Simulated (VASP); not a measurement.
# ZnCu (Pm-3m) in VASP: a series of runs

The runs below take ZnCu through single point, with PBE.

All numbers are computed with VASP 6.6.1; they aren't measurements. Logs are shortened: lines on timing, memory, paths and dates and some standing lists are left out, and cuts for length are marked.

## 1. The cell of the first run

Symmetry: Pm-3m, No. 221, cubic system. The conventional cell has a = 2.844 Å, b = 2.844 Å, c = 2.844 Å, α = 90.00°, β = 90.00°, γ = 90.00°. Zn (site symmetry m-3m) has 8 Cu at 2.46 Å and 6 Zn at 2.84 Å within 3.3 Å. Cu (site symmetry m-3m) has 8 Zn at 2.46 Å and 6 Cu at 2.84 Å within 3.3 Å.

## 2. Single point, PBE (strained)

INCAR

```
SYSTEM = ZnCu
ALGO = Fast ; EDIFF = 1E-6
ENCUT = 520 ; GGA = PE
ISIF = 2 ; ISMEAR = 0
LASPH = .TRUE. ; LCHARG = .FALSE.
LREAL = .FALSE. ; LWAVE = .FALSE.
NBANDS = 18 ; NELM = 100
PREC = Accurate ; SIGMA = 0.1
```

KPOINTS

```
k-points
0
G
  14 14 14
  0 0 0
```

POSCAR

```
ZnCu
1.0
    2.8442221000      0.0000000000      0.0000000000
    0.0000000000      2.8442221000      0.0000000000
    0.0000000000      0.0000000000      2.8442221000
Zn Cu
1 1
Direct
    0.5000000000      0.5000000000      0.5000000000
    0.0000000000      0.0000000000      0.0000000000
```

Potentials or basis: VASP PAW PBE potentials, release 64 (Zn, Cu).

Command:

```bash
cat potpaw_PBE.64/Zn/POTCAR potpaw_PBE.64/Cu/POTCAR > POTCAR
mpirun -np 1 vasp_std > vasp.out
```

OUTCAR:

```text
SYSTEM = ZnCu
   EDIFF = 1E-6
   ENCUT = 520
   GGA = PE
   ISIF = 2
   ISMEAR = 0
   LASPH = .TRUE.
   LREAL = .FALSE.
   NELM = 100
   PREC = Accurate

 ion  position               nearest neighbor table
   1  0.500  0.500  0.500-   2 2.46   2 2.46   2 2.46   2 2.46   2 2.46   2 2.46   2 2.46   2 2.46

   2  0.000  0.000  0.000-   1 2.46   1 2.46   1 2.46   1 2.46   1 2.46   1 2.46   1 2.46   1 2.46

  LATTYP: Found a simple cubic cell.
 ALAT       =     2.8442221000

  Lattice vectors:

 A1 = (   2.8442221000,   0.0000000000,   0.0000000000)
 A2 = (   0.0000000000,   2.8442221000,   0.0000000000)
 A3 = (   0.0000000000,   0.0000000000,   2.8442221000)

Analysis of symmetry for initial positions (statically):
=====================================================================
 Subroutine PRICEL returns:
 Original cell was already a primitive cell.

 Routine SETGRP: Setting up the symmetry group for a
 simple cubic supercell.

 Subroutine GETGRP returns: Found 48 space group operations
 (whereof 48 operations were pure point group operations)
 out of a pool of 48 trial point group operations.

The static configuration has the point symmetry O_h .

Analysis of symmetry for dynamics (positions and initial velocities):
=====================================================================
 Subroutine PRICEL returns:
 Original cell was already a primitive cell.

 Routine SETGRP: Setting up the symmetry group for a
 simple cubic supercell.

 Subroutine GETGRP returns: Found 48 space group operations
 (whereof 48 operations were pure point group operations)
 out of a pool of 48 trial point group operations.

The dynamic configuration has the point symmetry O_h .

 Subroutine INISYM returns: Found 48 space group operations
 (whereof 48 operations are pure point group operations),
 and found     1 'primitive' translations

----------------------------------------------------------------------------------------

                                     Primitive cell

  volume of cell :      23.0086

  direct lattice vectors                    reciprocal lattice vectors
     2.844222100  0.000000000  0.000000000     0.351589983  0.000000000  0.000000000
     0.000000000  2.844222100  0.000000000     0.000000000  0.351589983  0.000000000
     0.000000000  0.000000000  2.844222100     0.000000000  0.000000000  0.351589983

  length of vectors
     2.844222100  2.844222100  2.844222100     0.351589983  0.351589983  0.351589983

  position of ions in fractional coordinates (direct lattice)
     0.500000000  0.500000000  0.500000000
     0.000000000  0.000000000  0.000000000

  ion indices of the primitive-cell ions
   primitive index   ion index
                 1           1
                 2           2

----------------------------------------------------------------------------------------

 KPOINTS: k-points

Automatic generation of k-mesh.
 Grid dimensions read from file:
 generate k-points for:   14   14   14

 Generating k-lattice:

  Cartesian coordinates                     Fractional coordinates (reciprocal lattice)
     0.025113570  0.000000000  0.000000000     0.071428571  0.000000000  0.000000000
     0.000000000  0.025113570  0.000000000     0.000000000  0.071428571  0.000000000
     0.000000000  0.000000000  0.025113570     0.000000000  0.000000000  0.071428571

  Length of vectors
     0.025113570  0.025113570  0.025113570

  Shift w.r.t. Gamma in fractional coordinates (k-lattice)
     0.000000000  0.000000000  0.000000000

 Subroutine IBZKPT returns following result:
 ===========================================

 Found    120 irreducible k-points:

 Following reciprocal coordinates:
            Coordinates               Weight
  0.000000  0.000000  0.000000      1.000000
  0.071429  0.000000  0.000000      6.000000
  0.142857  0.000000  0.000000      6.000000
  0.214286  0.000000  0.000000      6.000000
  0.285714  0.000000  0.000000      6.000000
  0.357143  0.000000  0.000000      6.000000
[... 16 lines left out ...]
  0.285714  0.214286  0.000000     24.000000
  0.357143  0.214286  0.000000     24.000000
 [... further k-points ...]
   k-points           NKPTS =    120   k-points in BZ     NKDIM =    120   number of bands    NBANDS=     18
   number of dos      NEDOS =    301   number of ions     NIONS =      2
   total plane-waves  NPLWV =  13824
   dimension x,y,z NGX =    24 NGY =   24 NGZ =   24
   dimension x,y,z NGXF=    48 NGYF=   48 NGZF=   48
   ions per type =               1   1
   NGX,Y,Z   is equivalent  to a cutoff of  14.03, 14.03, 14.03 a.u.
   NGXF,Y,Z  is equivalent  to a cutoff of  28.06, 28.06, 28.06 a.u.
 SYSTEM =  ZnCu
   PREC   = accura    normal or accurate (medium, high low for compatibility)
   ISTART =      0    job   : 0-new  1-cont  2-samecut
   ICHARG =      2    charge: 1-file 2-atom 10-const
   ISPIN  =      1    spin polarized calculation?
   LNONCOLLINEAR =      F non collinear calculations
   LSORBIT =      F    spin-orbit coupling
   LASPH  =      T    aspherical Exc in radial PAW
   ENCUT  =  520.0 eV  38.22 Ry    6.18 a.u.   5.29  5.29  5.29*2*pi/ulx,y,z
   NELM   =    100;   NELMIN=  2; NELMDL= -5     # of ELM steps
   EDIFF  = 0.1E-05   stopping-criterion for ELM
   LREAL  =      F    real-space projection
   EDIFFG = 0.1E-04   stopping-criterion for IOM
   NSW    =      0    number of steps for IOM
   IBRION =     -1    ionic relax: 0-MD 1-quasi-New 2-CG
   NFREE  =      0    steps in history (QN), initial steepest desc. (CG)
   ISIF   =      2    stress and relaxation
   ISYM   =      2    0-nonsym 1-usesym 2-fastsym
   POTIM  = 0.5000    time-step for ionic-motion
   TEBEG  =    0.0;   TEEND  =   0.0 temperature during run
   PSTRESS=    0.0 pullay stress
   NELECT =      23.0000    total number of electrons
   NUPDOWN=      -1.0000    fix difference up-down
   EMIN   =  10.00;   EMAX   =-10.00  energy-range for DOS
   EFERMI =   0.00;   METHOD = LEGACY
   ISMEAR =     0;   SIGMA  =   0.10  broadening in eV -4-tet -1-fermi 0-gaus
   EFERMI_NEDOS =   21; number of points for ismear=-14 and -15
   IALGO  =     68    algorithm
   IMIX   =      4    mixing-type and parameters
     AMIX     =   0.40;   BMIX     =  1.00
     AMIX_MAG =   1.60;   BMIX_MAG =  1.00
  volume/ion in A,a.u.               =      11.50        77.63
  Fermi-wavevector in a.u.,A,eV,Ry     =   1.636894  3.093281 36.455757  2.679423
  Thomas-Fermi vector in A             =   2.728125
   LORBIT       =      0    0 simple, 1 ext, 2 COOP (PROOUT), +10 PAW based schemes
   GGA     = PE    functional components
   LHFCALC =     F    Hartree Fock is set to
   AEXX    =    0.0000 exact exchange contribution
   IVDW    =     0    specifies the selected vdW correction
   LEPSILON=     F    determine dielectric tensor
   LRPA    =     F    only Hartree local field effects (RPA)
 non-spin polarized calculation
 RMM-DIIS sequential band-by-band and
 Gauss-broadening in eV      SIGMA  =   0.10
  energy-cutoff  :      520.00
  volume of cell :       23.01
 maximum number of plane-waves:       639
 NGX is ok and might be reduce to    24
   NGX = 11   NGY = 11   NGZ = 11

 number of electron      22.9999991 magnetization

 Free energy of the ion-electron system (eV)
  ---------------------------------------------------
  ext. energy  EPLUGINS =         0.00000000
  ---------------------------------------------------
  free energy    TOTEN  =        -4.84421112 eV

  energy without entropy =       -4.84277335  energy(sigma->0) =       -4.84349223

 E-fermi :   6.6374     XC(G=0): -12.9982

 val. band max:        6.5139819729   @ k =   0.3571   0.2143   0.1429
 cond. band min:       6.6511128192   @ k =   0.4286   0.3571   0.2143
 fundamental gap:      0.1371308463
 Fermi energy:         6.6373888462

 k-point     1 :       0.0000    0.0000    0.0000
  band No.  band energies     occupation
      1      -4.5853      2.00000
      2      -1.6501      2.00000
      3      -1.6501      2.00000
      4      -0.7615      2.00000
      5      -0.7615      2.00000
      6      -0.7615      2.00000
[... 10 lines left out ...]
     17      20.6422      0.00000
     18      31.0830      0.00000

 k-point     2 :       0.0714    0.0000    0.0000
  band No.  band energies     occupation
      1      -4.4857      2.00000
      2      -1.6354      2.00000
      3      -1.6260      2.00000
      4      -0.7710      2.00000
      5      -0.7710      2.00000
      6      -0.7559      2.00000
[... 10 lines left out ...]
     17      21.1523      0.00000
     18      30.2204      0.00000

 k-point     3 :       0.1429    0.0000    0.0000
  band No.  band energies     occupation
      1      -4.1902      2.00000
      2      -1.5935      2.00000
      3      -1.5563      2.00000
      4      -0.7975      2.00000
      5      -0.7975      2.00000
      6      -0.7402      2.00000
[... 10 lines left out ...]
     17      23.0178      0.00000
     18      28.2610      0.00000

 k-point     4 :       0.2143    0.0000    0.0000
  band No.  band energies     occupation
      1      -3.7109      2.00000
      2      -1.5318      2.00000
      3      -1.4467      2.00000
      4      -0.8356      2.00000
      5      -0.8356      2.00000
      6      -0.7172      2.00000
[... 10 lines left out ...]
     17      25.7155      0.00000
     18      26.6115      0.00000

 k-point     5 :       0.2857    0.0000    0.0000
  band No.  band energies     occupation
      1      -3.0794      2.00000
      2      -1.4614      2.00000
      3      -1.2960      2.00000
      4      -0.8777      2.00000
      5      -0.8777      2.00000
      6      -0.6914      2.00000
[... 10 lines left out ...]
     17      24.8703      0.00000
     18      24.9630      0.00000

 k-point     6 :       0.3571    0.0000    0.0000
  band No.  band energies     occupation
      1      -2.3883      2.00000
      2      -1.3961      2.00000
      3      -1.0590      2.00000
      4      -0.9155      2.00000
      5      -0.9155      2.00000
      6      -0.6679      2.00000
[... 10 lines left out ...]
     17      22.9884      0.00000
     18      23.0055      0.00000

 k-point     7 :       0.4286    0.0000    0.0000
  band No.  band energies     occupation
      1      -1.8826      2.00000
      2      -1.3498      2.00000
      3      -0.9415      2.00000
      4      -0.9415      2.00000
      5      -0.6515      2.00000
      6      -0.5880      2.00000
[... 10 lines left out ...]
     17      21.2315      0.00000
     18      21.6421      0.00000

 k-point     8 :       0.5000    0.0000    0.0000
  band No.  band energies     occupation
      1      -1.7319      2.00000
      2      -1.3331      2.00000
      3      -0.9508      2.00000
      4      -0.9508      2.00000
      5      -0.6456      2.00000
      6      -0.1369      2.00000
[... 10 lines left out ...]
     17      20.7292      0.00000
     18      22.2802      0.00000
[... 229 lines left out ...]
     17      23.3083      0.00000
     18      24.3401      0.00000

 k-point    20 :       0.4286    0.1429    0.0000
  band No.  band energies     occupation
      1      -1.7288      2.00000
      2      -1.3147      2.00000
      3      -1.2112      2.00000
      4      -0.9698      2.00000
      5      -0.7421      2.00000
      6      -0.0828      2.00000
[... 10 lines left out ...]
     17      21.5815      0.00000
     18      23.2111      0.00000

 k-point    21 :       0.5000    0.1429    0.0000
  band No.  band energies     occupation
      1      -1.5943      2.00000
      2      -1.2866      2.00000
      3      -1.2469      2.00000
      4      -0.9797      2.00000
      5      -0.7414      2.00000
      6       0.5089      2.00000
[... 10 lines left out ...]
     17      21.6439      0.00000
     18      22.5290      0.00000

 k-point    22 :       0.2143    0.2143    0.0000
  band No.  band energies     occupation
      1      -2.9183      2.00000
      2      -1.4345      2.00000
      3      -1.2678      2.00000
      4      -0.8896      2.00000
      5      -0.8745      2.00000
      6      -0.7780      2.00000
[... 10 lines left out ...]
     17      25.2393      0.00000
     18      26.5924      0.00000

 k-point    23 :       0.2857    0.2143    0.0000
  band No.  band energies     occupation
      1      -2.4033      2.00000
      2      -1.4054      2.00000
      3      -1.1517      2.00000
      4      -0.9303      2.00000
      5      -0.8031      2.00000
      6      -0.7830      2.00000
[... 10 lines left out ...]
     17      25.4501      0.00000
     18      25.5551      0.00000

 k-point    24 :       0.3571    0.2143    0.0000
  band No.  band energies     occupation
      1      -1.9435      2.00000
      2      -1.4025      2.00000
      3      -1.0943      2.00000
      4      -0.9706      2.00000
      5      -0.8219      2.00000
      6      -0.4034      2.00000
[... 10 lines left out ...]
     17      23.6617      0.00000
     18      24.3878      0.00000

 [... further k-points ...]
[... 5 lines left out ...]
  --------------------------------------------------------------------------------------
  -------------------------------------------------------------------------------------
  Total        2.9117327      2.9117327      2.9117327     -0.0000000     -0.0000000     -0.0000000
  in kB      202.7549948    202.7549948    202.7549948     -0.0000000     -0.0000000     -0.0000000
  external PRESSURE =     202.7549948 kB  Pullay stress =       0.0000000 kB

 VOLUME and BASIS-vectors are now :
 -----------------------------------------------------------------------------
  energy-cutoff  :      520.00
  volume of cell :       23.01
      direct lattice vectors                 reciprocal lattice vectors
     2.844222100  0.000000000  0.000000000     0.351589983  0.000000000  0.000000000
     0.000000000  2.844222100  0.000000000     0.000000000  0.351589983  0.000000000
     0.000000000  0.000000000  2.844222100     0.000000000  0.000000000  0.351589983

 POSITION                                       TOTAL-FORCE (eV/Angst)
 -----------------------------------------------------------------------------------
      1.42211      1.42211      1.42211         0.000000      0.000000      0.000000
      0.00000      0.00000      0.00000         0.000000      0.000000      0.000000
 -----------------------------------------------------------------------------------
    total drift:                                0.000000      0.000000     -0.000000

  FREE ENERGIE OF THE ION-ELECTRON SYSTEM (eV)
  ---------------------------------------------------
  free  energy   TOTEN  =        -4.8442111161 eV

  energy  without entropy=       -4.8427733493  energy(sigma->0) =       -4.84349223
```

It took 92 s on 1 thread of Oxide Virtual Turin-like, shared host; peak memory 0.14 GiB.

Results:

```yaml
Free_energy: -4.8442 eV
Pressure: 20.3 GPa
Band_gap_on_the_k_mesh: zero (an odd number of electrons rules out a gap without spin polarisation)
```

Levels at points of the mesh, in eV from the Fermi level:
```csv
k point,band 10,band 11,band 12,band 13,band 14,band 15
"(0.00, 0.00, 0.00)",-2.96,-2.96,6.58,6.58,6.58,11.91
"(0.50, 0.00, 0.00)",-3.63,-3.07,-2.14,12.63,12.63,13.22
"(0.50, 0.50, 0.00)",-2.71,-2.27,-2.27,2.20,2.50,15.07
"(0.50, 0.50, 0.50)",-2.68,4.57,4.57,4.57,4.61,4.82
```

Caveat: the cell differs from its parent crystal (strained); the cell stands under pressure.

(Part 1 of 2 ends here.)

The gap in the log of VASP goes by the Fermi energy; the results here count the filled bands.